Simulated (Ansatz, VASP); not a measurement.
# Two plane-wave programs on YRh2C2

```xyz
5
Lattice="-1.8271 1.8271 5.0729 1.8271 -1.8271 5.0729 1.8271 1.8271 -5.0729" Properties=species:S:1:pos:R:3 pbc="T T T"
Y     0.0000    0.0000    0.0000
Rh    0.0000    1.8271    2.5365
Rh    1.8271    0.0000    2.5365
C     0.0000    0.0000    3.6327
C     0.0000    0.0000    6.5131
```

Alike in both runs: functional PBE; k mesh 14 × 14 × 14; occupations fermi-dirac, width 0.15 eV; no spin polarisation.

Ansatz relaxed the structure, and its values are those at the end. VASP's run is a single point on that final structure, the one shown.

```csv
,VASP,Ansatz
version,VASP 6.6.1,Ansatz 0.2.0
potentials or method,"VASP PAW PBE potentials, release 64 (Y_sv, Rh_pv, C), cutoff 520 eV","scalar-relativistic, plane waves, PAW"
valence electrons in the cell,49,53
```

Ansatz gave:

* gap on the k mesh at the Fermi level (eV): none
* pressure (GPa): 0.0
* rms of the force components (eV/Å): 0.000

Problem. What did VASP give for the same quantities?

Solution. gap on the k mesh at the Fermi level (eV): none; pressure (GPa): 0.0; rms of the force components (eV/Å): 0.004.

A gap of «none» marks a metal or a gap that the smearing closes. The functional is the same, so the differences come from potentials, cutoffs and numerics. VASP's potentials hold 49 valence electrons a cell and Ansatz's 53, so a difference there can come from the potentials and not from the codes.
